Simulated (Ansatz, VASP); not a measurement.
# Two plane-wave programs on NiO

The input INCAR:

```
SYSTEM = NiO
PREC = Accurate
ENCUT = 520
EDIFF = 1E-6
ISMEAR = -1
SIGMA = 0.05
LREAL = .FALSE.
LASPH = .TRUE.
NELM = 150
ALGO = Normal
ISIF = 2
LWAVE = .FALSE.
LCHARG = .TRUE.
ISPIN = 2
MAGMOM = 1 0
LORBIT = 11
LMAXMIX = 4
GGA = PE
LELF = .TRUE.
LVHAR = .TRUE.
NBANDS = 19
```

KPOINTS

```
Automatic mesh
0
G
  5 5 5
  0 0 0
```

POSCAR

```
NiO
1.0
    0.0000000000      2.0859016414      2.0859016414
    2.0859016414      0.0000000000      2.0859016414
    2.0859016414      2.0859016414      0.0000000000
Ni O
1 1
Direct
    0.0000000000      0.0000000000      0.0000000000
    0.5000000000      0.5000000000      0.5000000000
```

Contents of input.yaml:

```yaml
crystal:
  lattice:
    - [0.0, 2.0859016414, 2.0859016414]
    - [2.0859016414, 0.0, 2.0859016414]
    - [2.0859016414, 2.0859016414, 0.0]
  atoms:
    - { symbol: Ni, position: [0.0, 0.0, 0.0], spin: 1.0 }
    - { symbol: O, position: [0.5, 0.5, 0.5] }
hamiltonian:
  xc: pbe
  pseudopotentials: { kind: paw }
magnetization:
  spin_polarized: true
kpoints:
  mp_grid: { grid: [5, 5, 5] }
scf:
  occupations: { method: fermi_dirac, width: 0.05 }
output:
  forces: true
  stress: true
  eigenvalues: true
```

Alike in both runs: task single point; functional PBE; k mesh 5 × 5 × 5; occupations fermi-dirac, width 0.05 eV; collinear spin.

|  | VASP | Ansatz |
| --- | --- | --- |
| version | VASP 6.6.1 | Ansatz 0.2.0 |
| potentials or method | VASP PAW PBE potentials, release 64 (Ni, O) | Ansatz PAW |
| plane-wave cutoff (eV) | 520 | 420 |
| valence electrons in the cell | 16 | 24 |

VASP gave:

```
gap on the k mesh at the Fermi level (eV)                     : none
pressure (GPa)                                                : 5.4
net moment per atom (μB)                                      : 0.84
size of the moment on the site where the two differ most (μB) : 0.25
```

**Question.** Which values does Ansatz return?

**Answer.** gap on the k mesh at the Fermi level (eV): none; pressure (GPa): 5.6; net moment per atom (μB): 0.86; size of the moment on the site where the two differ most (μB): 0.27.

Site moments also hang on the region over which each program counts them. A gap of «none» marks a metal or a gap that the smearing closes. VASP's potentials hold 16 valence electrons a cell and Ansatz's 24, so a difference there can come from the potentials and not from the codes.

The k mesh is coarse, so the values compare programs but aren't converged.
